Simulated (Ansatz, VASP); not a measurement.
HfS2: VASP beside Ansatz

Contents of INCAR:

```
SYSTEM = HfS2
PREC = Accurate ; ENCUT = 500
EDIFF = 1E-6 ; ISMEAR = 0
SIGMA = 0.05 ; LREAL = .False.
LASPH = .True. ; NELM = 120
ALGO = Normal ; ISIF = 2
LWAVE = .False. ; LCHARG = .False.
GGA = PE ; IVDW = 12
NBANDS = 18 ; GGA_COMPAT = .False.
```

Contents of KPOINTS:

```
Automatic mesh
0
Gamma
  12 12 6
  0 0 0
```

POSCAR

```
HfS2
1.0
    3.6058628441      0.0000000000      0.0000000000
   -1.8029314221      3.1227688256      0.0000000000
    0.0000000000      0.0000000000      5.9434993811
Hf S
1 2
Direct
    0.0000000000      0.0000000000      0.0000000000
    0.6666666667      0.3333333333      0.7476059866
    0.3333333333      0.6666666667      0.2523940134
```

Input for Ansatz:

```yaml
crystal:
  lattice:
    - [3.6058628441, 0.0, 0.0]
    - [-1.8029314221, 3.1227688256, 0.0]
    - [0.0, 0.0, 5.9434993811]
  atoms:
    - { symbol: Hf, position: [0.0, 0.0, 0.0] }
    - { symbol: S, position: [0.6666666667, 0.3333333333, 0.7476059866] }
    - { symbol: S, position: [0.3333333333, 0.6666666667, 0.2523940134] }
basis:
  ecutwfc: 420
kpoints:
  mp_grid: { grid: [12, 12, 6] }
hamiltonian:
  xc: pbe
  dispersion: d3bj
scf:
  occupations: { method: gaussian, width: 0.05 }
output:
  forces: true
  stress: true
  eigenvalues: true
```

Change from the starting cell: strain +0.0300 x Voigt [0, 0, 1, 0, 0, 0], atoms carried along.

Alike in both runs: task single point; functional PBE; dispersion D3(BJ); k mesh 12 × 12 × 6; occupations gaussian, width 0.05 eV; no spin polarisation.

|  | VASP | Ansatz |
| --- | --- | --- |
| version | VASP 6.6.1 | Ansatz 0.2.0 |
| potentials or method | VASP PAW PBE potentials, release 64 (Hf_pv, S), cutoff 500 eV | scalar-relativistic, plane waves, PAW |
| valence electrons in the cell | 22 | 38 |

VASP gave:

```
gap on the k mesh at the Fermi level (eV)                     : 0.92
least direct gap on the mesh (eV)                             : 1.84
pressure (GPa)                                                : -3.2
traceless stress, the component that is largest in VASP (GPa) : -1.43
rms of the force components (eV/Å)                            : 0.258
```

What did Ansatz give for the same quantities?

gap on the k mesh at the Fermi level (eV): 0.91; least direct gap on the mesh (eV): 1.82; pressure (GPa): -2.7; traceless stress, the component that is largest in VASP (GPa): -1.49; rms of the force components (eV/Å): 0.226.

Atom by atom the forces differ by 0.031 eV/Å (rms over components). VASP's potentials hold 22 valence electrons a cell and Ansatz's 38, so a difference there can come from the potentials and not from the codes.

Neither program's run includes spin-orbit coupling.
